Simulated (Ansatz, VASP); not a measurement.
## One calculation of Co, two programs

File INCAR:

```
PREC = Accurate ; ENCUT = 520
EDIFF = 1E-6 ; ISMEAR = -1
SIGMA = 0.1 ; LREAL = F
LASPH = T ; NELM = 150
ALGO = Normal ; ISIF = 2
LWAVE = F ; LCHARG = T
ISPIN = 2 ; MAGMOM = 3 3
LORBIT = 11 ; LMAXMIX = 4
GGA = PE ; LELF = T
LVHAR = T ; NBANDS = 20
```

Contents of KPOINTS:

```
Automatic mesh
0
Gamma
  13 13 7
```

The input POSCAR:

```
Co
1.0
    2.5270016500      0.0000000000      0.0000000000
   -1.2635008200      2.1884476200      0.0000000000
    0.0000000000      0.0000000000      4.1190000000
Co
2
Direct
    0.3333333300      0.6666666700      0.2500000000
    0.6666666700      0.3333333300      0.7500000000
```

Input for Ansatz:

```yaml
crystal:
  lattice:
    - [2.52700165, 0.0, 0.0]
    - [-1.26350082, 2.18844762, 0.0]
    - [0.0, 0.0, 4.119]
  atoms:
    - { symbol: Co, position: [0.33333333, 0.66666667, 0.25], spin: 3.0 }
    - { symbol: Co, position: [0.66666667, 0.33333333, 0.75], spin: 3.0 }
magnetization:
  spin_polarized: true
hamiltonian:
  xc: pbe
  pseudopotentials: { kind: paw }
basis:
  ecutwfc: 420
kpoints:
  mp_grid: { grid: [13, 13, 7] }
scf:
  occupations: { method: fermi_dirac, width: 0.1 }
  lower_state_search: standard
output:
  forces: true
  stress: true
```

Alike in both runs: task single point; functional PBE; k mesh 13 × 13 × 7; occupations fermi-dirac, width 0.1 eV; collinear spin.

|  | VASP | Ansatz |
| --- | --- | --- |
| version | VASP 6.6.1 | Ansatz 0.2.0 |
| potentials or method | VASP PAW PBE potentials, release 64 (Co), cutoff 520 eV | PAW, plane waves, scalar-relativistic |
| valence electrons in the cell | 18 | 34 |

|  | VASP | Ansatz | Ansatz less VASP |
| --- | --- | --- | --- |
| pressure (GPa) | -9.6 | -9.0 | +0.53 |
| traceless stress, the component that is largest in VASP (GPa) | -0.82 | -0.72 | +0.102 |
| net moment per atom (μB) | 1.63 | 1.64 | +0.007 |
| size of the moment on the site where the two differ most (μB) | 1.66 | 1.72 | +0.059 |

Site moments also hang on the region over which each program counts them. VASP's potentials hold 18 valence electrons a cell and Ansatz's 34, so a difference there can come from the potentials and not from the codes.
